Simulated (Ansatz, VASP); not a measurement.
One calculation of SnTe, two programs

The input INCAR:

```
  PREC = Accurate
  ENCUT = 520
  EDIFF = 1E-8
  ISMEAR = -1
  SIGMA = 0.08
  LREAL = False
  LASPH = True
  NELM = 100
  ALGO = Normal
  ISIF = 2
  LWAVE = False
  LCHARG = False
  LEFG = True
  NBANDS = 17
```

The input KPOINTS:

```
Automatic mesh
0
Gamma
  11 11 11
```

The input POSCAR:

```
SnTe
1.0
    0.0315650000      3.1722825000      3.1722825000
    3.1722825000      0.0315650000      3.1722825000
    3.1722825000      3.1722825000      0.0315650000
Sn Te
1 1
Direct
    0.0000000000      0.0000000000      0.0000000000
    0.5000000000      0.5000000000      0.5000000000
```

Input for Ansatz:

```yaml
crystal:
  lattice:
    - [0.031565, 3.1722825, 3.1722825]
    - [3.1722825, 0.031565, 3.1722825]
    - [3.1722825, 3.1722825, 0.031565]
  atoms:
    - { symbol: Sn, position: [0.0, 0.0, 0.0] }
    - { symbol: Te, position: [0.5, 0.5, 0.5] }
kpoints:
  mp_grid: { grid: [11, 11, 11] }
scf:
  occupations: { method: fermi_dirac, width: 0.08 }
hamiltonian:
  xc: lda
  pseudopotentials: { kind: paw }
output:
  forces: true
  stress: true
  eigenvalues: true
  efg: { contact_densities: true }
```

Change from the starting cell: equal xy, yz and zx shear strains of +1 %, PAW files.

Alike in both runs: task electric field gradients; functional LDA; k mesh 11 × 11 × 11; occupations fermi-dirac, width 0.08 eV; no spin polarisation.

|  | VASP | Ansatz |
| --- | --- | --- |
| version | VASP 6.6.1 | Ansatz 0.2.0 |
| potentials or method | VASP PAW LDA potentials, release 64 (Sn_d, Te) | PAW with Ansatz's default frozen-core files, scalar-relativistic |
| plane-wave cutoff (eV) | 520 | 420 |
| valence electrons in the cell | 20 | 30 |

```csv
,VASP,Ansatz,Ansatz less VASP
pressure (GPa),-1.7,-1.7,-0.05
"traceless stress, the component that is largest in VASP (GPa)",-0.17,-0.17,-0.001
size of Vzz on the site where it differs most (V/Å²),11.6,11.9,+0.29
```

LDA's correlation is that of Perdew and Zunger in VASP and of Perdew and Wang (1992) in Ansatz. VASP's potentials hold 20 valence electrons a cell and Ansatz's 30, so a difference there can come from the potentials and not from the codes.

Neither program's run includes spin-orbit coupling.
